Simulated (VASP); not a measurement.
# SnO2 (Pa-3) in VASP: a series of runs

SnO2 is run at these levels: LDA, PBE+D4; tasks: relaxation of cell and atoms, single point.

All numbers are computed with VASP 6.6.1; they aren't measurements. Logs are shortened: lines on timing, memory, paths and dates and some standing lists are left out, and cuts for length are marked.

### 1 The cell of the first run

It takes space group Pa-3 (No. 205, cubic). Conventional cell: a = 5.175 Å, b = 5.175 Å, c = 5.175 Å, α = 90.00°, β = 90.00°, γ = 90.00°. Sn (site symmetry -3) has 6 O at 2.11 Å within 2.8 Å. Within 2.9 Å of O (site symmetry 3) lie 3 Sn at 2.11 Å and 7 O at 2.75 to 2.89 Å.

### 2 Relaxation of cell and atoms, LDA

The input, INCAR:

```
ALGO = Normal
EDIFF = 1E-6
EDIFFG = -0.01
ENCUT = 600
GGA = CA
IBRION = 2
ISIF = 3
ISMEAR = -1
LASPH = T
LCHARG = F
LREAL = F
LWAVE = F
NELM = 80
NSW = 60
PREC = Accurate
SIGMA = 0.05
```

The input, KPOINTS:

```
k-points
0
Gamma
  5 5 5
```

The input, POSCAR:

```
SnO2
1.0
    5.1752560000      0.0000000000      0.0000000000
    0.0000000000      5.1752560000      0.0000000000
    0.0000000000      0.0000000000      5.1752560000
Sn O
4 8
Direct
    0.0000000000      0.0000000000      0.0000000000
    0.5000000000      0.0000000000      0.5000000000
    0.5000000000      0.5000000000      0.0000000000
    0.0000000000      0.5000000000      0.5000000000
    0.6610980000      0.8389020000      0.1610980000
    0.8389020000      0.1610980000      0.6610980000
    0.1610980000      0.6610980000      0.8389020000
    0.3389020000      0.3389020000      0.3389020000
    0.6610980000      0.6610980000      0.6610980000
    0.8389020000      0.3389020000      0.1610980000
    0.1610980000      0.8389020000      0.3389020000
    0.3389020000      0.1610980000      0.8389020000
```

Potentials or basis: VASP PAW LDA potentials, release 64 (Sn_d, O).

Started as:

```bash
cat potpaw_LDA.64/Sn_d/POTCAR potpaw_LDA.64/O/POTCAR > POTCAR
mpirun -np 1 vasp_std > vasp.out
```

OUTCAR:

```text
EDIFF = 1E-6
   EDIFFG = -0.01
   ENCUT = 600
   GGA = CA
   IBRION = 2
   ISIF = 3
   ISMEAR = -1
   LASPH = T
   LREAL = F
   NELM = 80
   NSW = 60
   PREC = Accurate

 ion  position               nearest neighbor table
   1  0.000  0.000  0.000-   5 2.11   6 2.11   7 2.11  10 2.11  11 2.11  12 2.11   2 3.66   3 3.66
                             4 3.66   2 3.66   4 3.66   3 3.66   4 3.66   4 3.66   2 3.66   3 3.66
   2  0.500  0.000  0.500-   5 2.11   6 2.11   8 2.11   9 2.11  11 2.11  12 2.11   1 3.66   3 3.66
                             4 3.66   1 3.66   3 3.66   3 3.66   4 3.66   3 3.66   1 3.66   4 3.66
   3  0.500  0.500  0.000-   5 2.11   7 2.11   8 2.11   9 2.11  10 2.11  12 2.11   1 3.66   2 3.66
                             4 3.66   2 3.66   4 3.66   1 3.66   2 3.66   2 3.66   1 3.66   4 3.66
   4  0.000  0.500  0.500-   6 2.11   7 2.11   8 2.11   9 2.11  10 2.11  11 2.11   1 3.66   2 3.66
                             3 3.66   1 3.66   3 3.66   1 3.66   2 3.66   1 3.66   2 3.66   3 3.66
   5  0.661  0.839  0.161-   1 2.11   2 2.11   3 2.11
   6  0.839  0.161  0.661-   1 2.11   2 2.11   4 2.11
   7  0.161  0.661  0.839-   1 2.11   3 2.11   4 2.11
   8  0.339  0.339  0.339-   2 2.11   3 2.11   4 2.11
   9  0.661  0.661  0.661-   2 2.11   3 2.11   4 2.11
  10  0.839  0.339  0.161-   1 2.11   3 2.11   4 2.11
  11  0.161  0.839  0.339-   1 2.11   2 2.11   4 2.11
  12  0.339  0.161  0.839-   1 2.11   2 2.11   3 2.11

  LATTYP: Found a simple cubic cell.
 ALAT       =     5.1752560000

  Lattice vectors:

 A1 = (   5.1752560000,   0.0000000000,   0.0000000000)
 A2 = (   0.0000000000,   5.1752560000,   0.0000000000)
 A3 = (   0.0000000000,   0.0000000000,   5.1752560000)

Analysis of symmetry for initial positions (statically):
=====================================================================
 Subroutine PRICEL returns:
 Original cell was already a primitive cell.

 Routine SETGRP: Setting up the symmetry group for a
 simple cubic supercell.

 Subroutine GETGRP returns: Found 24 space group operations
 (whereof  6 operations were pure point group operations)
 out of a pool of 48 trial point group operations.

The static configuration has the point symmetry S_6 .
 The point group associated with its full space group is T_h .

Analysis of symmetry for dynamics (positions and initial velocities):
=====================================================================
 Subroutine PRICEL returns:
 Original cell was already a primitive cell.

 Routine SETGRP: Setting up the symmetry group for a
 simple cubic supercell.

 Subroutine GETGRP returns: Found 24 space group operations
 (whereof  6 operations were pure point group operations)
 out of a pool of 48 trial point group operations.

The dynamic configuration has the point symmetry S_6 .
[... 100 lines left out ...]
   ISPIN  =      1    spin polarized calculation?
   LNONCOLLINEAR =      F non collinear calculations
   LSORBIT =      F    spin-orbit coupling
   LASPH  =      T    aspherical Exc in radial PAW
   ENCUT  =  600.0 eV  44.10 Ry    6.64 a.u.  10.34 10.34 10.34*2*pi/ulx,y,z
   NELM   =     80;   NELMIN=  2; NELMDL= -5     # of ELM steps
   EDIFF  = 0.1E-05   stopping-criterion for ELM
   LREAL  =      F    real-space projection
   EDIFFG = -.1E-01   stopping-criterion for IOM
   NSW    =     60    number of steps for IOM
   IBRION =      2    ionic relax: 0-MD 1-quasi-New 2-CG
   NFREE  =      1    steps in history (QN), initial steepest desc. (CG)
   ISIF   =      3    stress and relaxation
   ISYM   =      2    0-nonsym 1-usesym 2-fastsym
   POTIM  = 0.5000    time-step for ionic-motion
   TEBEG  =    0.0;   TEEND  =   0.0 temperature during run
   PSTRESS=    0.0 pullay stress
   NELECT =     104.0000    total number of electrons
   NUPDOWN=      -1.0000    fix difference up-down
   EMIN   =  10.00;   EMAX   =-10.00  energy-range for DOS
   EFERMI =   0.00;   METHOD = LEGACY
   ISMEAR =    -1;   SIGMA  =   0.05  broadening in eV -4-tet -1-fermi 0-gaus
   EFERMI_NEDOS =   21; number of points for ismear=-14 and -15
   IALGO  =     38    algorithm
   IMIX   =      4    mixing-type and parameters
     AMIX     =   0.40;   BMIX     =  1.00
     AMIX_MAG =   1.60;   BMIX_MAG =  1.00
  volume/ion in A,a.u.               =      11.55        77.95
  Fermi-wavevector in a.u.,A,eV,Ry     =   1.487604  2.811165 30.109240  2.212967
  Thomas-Fermi vector in A             =   2.600744
   LORBIT       =      0    0 simple, 1 ext, 2 COOP (PROOUT), +10 PAW based schemes
   GGA     = CA    functional components
   LHFCALC =     F    Hartree Fock is set to
   AEXX    =    0.0000 exact exchange contribution
   IVDW    =     0    specifies the selected vdW correction
   LEPSILON=     F    determine dielectric tensor
   LRPA    =     F    only Hartree local field effects (RPA)
 conjugate gradient relaxation of ions
 non-spin polarized calculation
  energy-cutoff  :      600.00
  volume of cell :      138.61
 maximum number of plane-waves:      4656
 NGX is ok and might be reduce to    42
   NGX = 21   NGY = 21   NGZ = 21

--------------------------------------- Ionic step        1  -------------------------------------------

 number of electron     104.0000000 magnetization

 Free energy of the ion-electron system (eV)
  ---------------------------------------------------
  ext. energy  EPLUGINS =         0.00000000
  ---------------------------------------------------
  free energy    TOTEN  =       -83.45041582 eV

  energy without entropy =      -83.44995826  energy(sigma->0) =      -83.45018704

------------------------ aborting loop because EDIFF is reached ----------------------------------------

  FORCE on cell =-STRESS in cart. coord.  units (eV):
  Direction    XX          YY          ZZ          XY          YZ          ZX
  --------------------------------------------------------------------------------------
  -------------------------------------------------------------------------------------
  Total      -10.2633937    -10.2633937    -10.2633937      0.0000000     -0.0000000     -0.0000000
  in kB     -118.6331488   -118.6331488   -118.6331488      0.0000000     -0.0000000     -0.0000000
  external PRESSURE =    -118.6331488 kB  Pullay stress =       0.0000000 kB
[... 263 lines left out ...]
--------------------------------------- Ionic step        7  -------------------------------------------

 number of electron     104.0000031 magnetization

 Free energy of the ion-electron system (eV)
  ---------------------------------------------------
  ext. energy  EPLUGINS =         0.00000000
  ---------------------------------------------------
  free energy    TOTEN  =       -83.76442195 eV

  energy without entropy =      -83.76441984  energy(sigma->0) =      -83.76442090

 E-fermi :   7.6739     XC(G=0): -12.4576

 val. band max:        7.0296749209   @ k =  -0.2000   0.4000   0.0000
 cond. band min:       8.1314280489   @ k =   0.0000   0.0000   0.0000
 fundamental gap:      1.1017531279
 Fermi energy:         7.6738969700

 k-point     1 :       0.0000    0.0000    0.0000
  band No.  band energies     occupation
      1     -13.7295      2.00000
      2     -13.7295      2.00000
      3     -13.7295      2.00000
      4     -12.8913      2.00000
      5     -12.8913      2.00000
      6     -12.8913      2.00000
[... 743 lines left out ...]
  FREE ENERGIE OF THE ION-ELECTRON SYSTEM (eV)
  ---------------------------------------------------
  free  energy   TOTEN  =       -83.7644219535 eV

  energy  without entropy=      -83.7644198380  energy(sigma->0) =      -83.76442090

 reached required accuracy - stopping structural energy minimisation
```

OSZICAR:

```text
N       E                     dE             d eps       ncg     rms          rms(c)
DAV:   1     0.173568488787E+04    0.17357E+04   -0.52645E+04  1552   0.293E+03
DAV:   2     0.318938617249E+03   -0.14167E+04   -0.13589E+04  1380   0.896E+02
[... 61 lines left out ...]
DAV:   1    -0.837614943704E+02    0.28923E-02   -0.14279E+00  1428   0.486E+00    0.201E-01
DAV:   2    -0.837646171378E+02   -0.31228E-02   -0.34364E-02  1546   0.864E-01    0.875E-02
DAV:   3    -0.837645046939E+02    0.11244E-03   -0.58120E-04  1862   0.136E-01    0.533E-02
DAV:   4    -0.837644151156E+02    0.89578E-04   -0.23772E-04  1838   0.112E-01    0.793E-03
DAV:   5    -0.837644226715E+02   -0.75559E-05   -0.79881E-05  1500   0.416E-02    0.100E-02
DAV:   6    -0.837644219535E+02    0.71801E-06   -0.15172E-06   960   0.683E-03
   7 F= -.83764422E+02 E0= -.83764421E+02  d E =-.506240E-03
```

CONTCAR:

```text
SnO2
   1.00000000000000
     5.0728500217417212    0.0000000000000000   -0.0000000000000000
    -0.0000000000000000    5.0728500217417212   -0.0000000000000000
     0.0000000000000000   -0.0000000000000000    5.0728500217417212
  Sn              O
     4     8
Direct
     0.0000000000000000    1.0000000000000000    0.0000000000000000
     0.5000000000000000    1.0000000000000000    0.5000000000000000
     0.5000000000000000    0.5000000000000000    0.0000000000000000
     0.0000000000000000    0.5000000000000000    0.5000000000000000
     0.6601291571170491    0.8398708428829509    0.1601291571170492
     0.8398708428829509    0.1601291571170492    0.6601291571170491
     0.1601291571170492    0.6601291571170491    0.8398708428829509
     0.3398708428829509    0.3398708428829509    0.3398708428829509
     0.6601291571170491    0.6601291571170491    0.6601291571170491
     0.8398708428829509    0.3398708428829509    0.1601291571170492
     0.1601291571170492    0.8398708428829509    0.3398708428829509
     0.3398708428829509    0.1601291571170492    0.8398708428829509

  0.00000000E+00  0.00000000E+00  0.00000000E+00
  0.00000000E+00  0.00000000E+00  0.00000000E+00
  0.00000000E+00  0.00000000E+00  0.00000000E+00
  0.00000000E+00  0.00000000E+00  0.00000000E+00
  0.00000000E+00  0.00000000E+00  0.00000000E+00
  0.00000000E+00  0.00000000E+00  0.00000000E+00
  0.00000000E+00  0.00000000E+00  0.00000000E+00
  0.00000000E+00  0.00000000E+00  0.00000000E+00
  0.00000000E+00  0.00000000E+00  0.00000000E+00
  0.00000000E+00  0.00000000E+00  0.00000000E+00
  0.00000000E+00  0.00000000E+00  0.00000000E+00
  0.00000000E+00  0.00000000E+00  0.00000000E+00
```

Wall time 3.6 min (1 thread of Intel Xeon 6975P-C (Granite Rapids), shared host); peak memory 0.26 GiB.

What came out:

```yaml
Free_energy: -83.7644 eV
Relaxed_volume: 10.88 Å³/atom
Relaxed_cell: a = 5.073 Å, b = 5.073 Å, c = 5.073 Å, α = 90.00°, β = 90.00°, γ = 90.00°
Space_group_after_relaxing_to_0.1_Å: Pa-3 (No. 205)
Energy_gained_by_relaxing: 26.2 meV/atom
Ionic_steps: 7
Pressure_after_relaxing: 0.1 GPa
Largest_force_after_relaxing: 0.008 eV/Å
Band_gap_on_the_k_mesh: 1.10 eV (least direct gap 1.18 eV)
```

Forces in eV/Å, atoms in the order of the input:
```
Sn   0.000  0.000  0.000
Sn   0.000  0.000  0.000
Sn   0.000  0.000  0.000
Sn   0.000  0.000  0.000
O    0.005 -0.005  0.005
O   -0.005  0.005  0.005
O    0.005  0.005 -0.005
O   -0.005 -0.005 -0.005
O    0.005  0.005  0.005
O   -0.005 -0.005  0.005
O    0.005 -0.005 -0.005
O   -0.005  0.005 -0.005
```

The path:
| step | energy change (eV) | largest force (eV/Å) | pressure (GPa) | volume (Å³) |
| --- | --- | --- | --- | --- |
| 1 | 0.0000 | 0.0397 | -11.86 | 138.61 |
| 2 | 0.1436 | 0.1089 | 18.34 | 122.15 |
| 3 | -0.3134 | 0.0205 | -0.20 | 130.76 |
| 4 | -0.3135 | 0.0219 | 0.06 | 130.61 |
| 5 | -0.3137 | 0.0189 | 0.06 | 130.60 |
| 6 | -0.3140 | 0.0100 | 0.07 | 130.58 |
| 7 | -0.3140 | 0.0081 | 0.08 | 130.54 |

Final structure:
```
CELL_PARAMETERS angstrom
5.07285 0.00000 0.00000
0.00000 5.07285 0.00000
0.00000 0.00000 5.07285
ATOMIC_POSITIONS crystal
Sn 0.00000 0.00000 0.00000
Sn 0.50000 0.00000 0.50000
Sn 0.50000 0.50000 0.00000
Sn 0.00000 0.50000 0.50000
O 0.66013 0.83987 0.16013
O 0.83987 0.16013 0.66013
O 0.16013 0.66013 0.83987
O 0.33987 0.33987 0.33987
O 0.66013 0.66013 0.66013
O 0.83987 0.33987 0.16013
O 0.16013 0.83987 0.33987
O 0.33987 0.16013 0.83987
```

Caveat: spin-orbit coupling is left out, which moves the levels of the heavy elements; an odd mesh through Γ misses points on the zone boundary, where band edges can lie.

### 3 Single point, PBE+D4

This run uses another cell than the first one, of 11.30 Å³/atom.

The input, INCAR:

```
SYSTEM = SnO2
  PREC = Accurate
  ENCUT = 520
  EDIFF = 1E-7
  ISMEAR = -1
  SIGMA = 0.05
  LREAL = .FALSE.
  LASPH = .TRUE.
  NELM = 60
  ALGO = Normal
  ISIF = 2
  LWAVE = .FALSE.
  LCHARG = .TRUE.
  GGA = PE
  IVDW = 13
  LELF = .TRUE.
  LVHAR = .TRUE.
  NBANDS = 64
```

The input, KPOINTS:

```
regular mesh
0
G
  5 5 5
  0 0 0
```

The input, POSCAR:

```
SnO2
1.0
    5.1370979086      0.0000000000      0.0000000000
    0.0000000000      5.1370979086      0.0000000000
    0.0000000000      0.0000000000      5.1370979086
Sn O
4 8
Direct
    0.0000000000      0.0000000000      0.0000000000
    0.5000000000      0.0000000000      0.5000000000
    0.5000000000      0.5000000000      0.0000000000
    0.0000000000      0.5000000000      0.5000000000
    0.6601689372      0.8398310628      0.1601689372
    0.8398310628      0.1601689372      0.6601689372
    0.1601689372      0.6601689372      0.8398310628
    0.3398310628      0.3398310628      0.3398310628
    0.6601689372      0.6601689372      0.6601689372
    0.8398310628      0.3398310628      0.1601689372
    0.1601689372      0.8398310628      0.3398310628
    0.3398310628      0.1601689372      0.8398310628
```

Potentials or basis: VASP PAW PBE potentials, release 64 (Sn_d, O).

Started as:

```bash
cat potpaw_PBE.64/Sn_d/POTCAR potpaw_PBE.64/O/POTCAR > POTCAR
mpirun -np 1 vasp_std > vasp.out
```

Wall time 75 s (1 thread of Intel Xeon Platinum 8488C (Sapphire Rapids), shared host); peak memory 0.27 GiB.

Results (log left out):

```
Free energy                : -76.7738 eV
Pressure                   : 0.6 GPa
Band gap on the k mesh     : 0.77 eV (least direct gap 0.83 eV)
Dispersion energy per atom : -0.284 eV
```

Levels at points of the mesh, in eV from the valence-band top:
```tsv
k point	band 48	band 49	band 50	band 51	band 52	band 53	band 54	band 55	band 56	band 57
(0.00, 0.00, 0.00)	-0.71	-0.30	-0.06	-0.06	-0.06	0.77	5.97	5.97	5.97	7.52
```

Caveat: semilocal functionals underestimate gaps, and a narrow one can read as zero; spin-orbit coupling is left out, which moves the levels of the heavy elements; an odd mesh through Γ misses points on the zone boundary, where band edges can lie.

### 4 Relaxation of cell and atoms, PBE+D4

The input, INCAR:

```
SYSTEM = SnO2
PREC = Accurate
ENCUT = 600
EDIFF = 1E-6
ISMEAR = -1
SIGMA = 0.05
LREAL = .FALSE.
LASPH = .TRUE.
NELM = 80
ALGO = Normal
ISIF = 3
LWAVE = .FALSE.
LCHARG = .FALSE.
GGA = PE
IVDW = 13
IBRION = 2
NSW = 60
EDIFFG = -0.01
```

The input, KPOINTS:

```
Automatic mesh
0
G
  5 5 5
  0 0 0
```

The input, POSCAR:

```
SnO2
1.0
    5.1752560000      0.0000000000      0.0000000000
    0.0000000000      5.1752560000      0.0000000000
    0.0000000000      0.0000000000      5.1752560000
Sn O
4 8
Direct
    0.0000000000      0.0000000000      0.0000000000
    0.5000000000      0.0000000000      0.5000000000
    0.5000000000      0.5000000000      0.0000000000
    0.0000000000      0.5000000000      0.5000000000
    0.6610980000      0.8389020000      0.1610980000
    0.8389020000      0.1610980000      0.6610980000
    0.1610980000      0.6610980000      0.8389020000
    0.3389020000      0.3389020000      0.3389020000
    0.6610980000      0.6610980000      0.6610980000
    0.8389020000      0.3389020000      0.1610980000
    0.1610980000      0.8389020000      0.3389020000
    0.3389020000      0.1610980000      0.8389020000
```

Started as:

```bash
cat potpaw_PBE.64/Sn_d/POTCAR potpaw_PBE.64/O/POTCAR > POTCAR
mpirun -np 1 vasp_std > vasp.out
```

Wall time 9.9 min (1 thread of Intel Xeon Platinum 8488C (Sapphire Rapids), shared host); peak memory 0.31 GiB.

The run converged. Its results:

* Free energy: -76.8012 eV
* Relaxed volume: 11.32 Å³/atom
* Relaxed cell: a = 5.140 Å, b = 5.140 Å, c = 5.140 Å, α = 90.00°, β = 90.00°, γ = 90.00°
* Space group after relaxing (to 0.1 Å): Pa-3 (No. 205)
* Energy gained by relaxing: 2.9 meV/atom
* Ionic steps: 10
* Pressure after relaxing: 0.0 GPa
* Band gap on the k mesh: 0.76 eV (least direct gap 0.82 eV)
* Dispersion energy per atom: -0.283 eV

The path:
| step | energy change (eV) | largest force (eV/Å) | pressure (GPa) | volume (Å³) |
| --- | --- | --- | --- | --- |
| 1 | 0.0000 | 0.0074 | -3.83 | 138.61 |
| 2 | 0.0025 | 0.0452 | 4.33 | 133.15 |
| 3 | -0.0336 | 0.0253 | -0.02 | 135.88 |
| 4 | -0.0335 | 0.0256 | 0.12 | 135.82 |
| 5 | -0.0337 | 0.0210 | -0.16 | 135.97 |
| 6 | -0.0337 | 0.0196 | -0.23 | 136.02 |
| 7 | -0.0338 | 0.0176 | -0.23 | 136.02 |
| 8 | -0.0341 | 0.0109 | -0.22 | 136.00 |
| 9 | -0.0343 | 0.0021 | -0.20 | 135.96 |
| 10 | -0.0344 | 0.0000 | 0.04 | 135.80 |

Final structure:
```xyz
12
Lattice="5.1400 0.0000 0.0000 0.0000 5.1400 0.0000 0.0000 0.0000 5.1400" Properties=species:S:1:pos:R:3 pbc="T T T"
Sn    0.0000    0.0000    0.0000
Sn    2.5700    0.0000    2.5700
Sn    2.5700    2.5700    0.0000
Sn    0.0000    2.5700    2.5700
O     3.3932    4.3168    0.8232
O     4.3168    0.8232    3.3932
O     0.8232    3.3932    4.3168
O     1.7468    1.7468    1.7468
O     3.3932    3.3932    3.3932
O     4.3168    1.7468    0.8232
O     0.8232    4.3168    1.7468
O     1.7468    0.8232    4.3168
```

Levels at points of the mesh, in eV from the valence-band top:
```tsv
k point	band 49	band 50	band 51	band 52	band 53	band 54	band 55	band 56
(0.00, 0.00, 0.00)	-0.30	-0.06	-0.06	-0.06	0.76	5.95	5.95	5.95
```

Caveat: semilocal functionals underestimate gaps, and a narrow one can read as zero; spin-orbit coupling is left out, which moves the levels of the heavy elements; an odd mesh through Γ misses points on the zone boundary, where band edges can lie.

### 5 Summary

| task | level | potentials or basis | cell | cutoff (eV) | gap on the mesh (eV) | pressure (GPa) | relaxed volume (Å³/atom) |
| --- | --- | --- | --- | --- | --- | --- | --- |
| relaxation of cell and atoms | LDA | VASP PAW LDA potentials, release 64 (Sn_d, O) | relaxed from a = 5.175 Å, 12 atoms, atomic positions A | 600 | 1.10 | 0.1 | 10.88 |
| single point | PBE+D4 | VASP PAW PBE potentials, release 64 (Sn_d, O) | a = 5.137 Å, 12 atoms, atomic positions B | 520 | 0.77 | 0.6 | - |
| relaxation of cell and atoms | PBE+D4 | VASP PAW PBE potentials, release 64 (Sn_d, O) | relaxed from a = 5.175 Å, 12 atoms, atomic positions A | 600 | 0.76 | 0.0 | 11.32 |

Alike in all rows: no spin polarisation; k mesh 5 × 5 × 5; smearing fermi-dirac 0.05 eV.

Caveats: spin-orbit coupling is left out, which moves the levels of the heavy elements; an odd mesh through Γ misses points on the zone boundary, where band edges can lie; semilocal functionals underestimate gaps, and a narrow one can read as zero (at least some runs).

Total energies depend on the potentials used, so only differences within one code and one set of settings carry meaning.
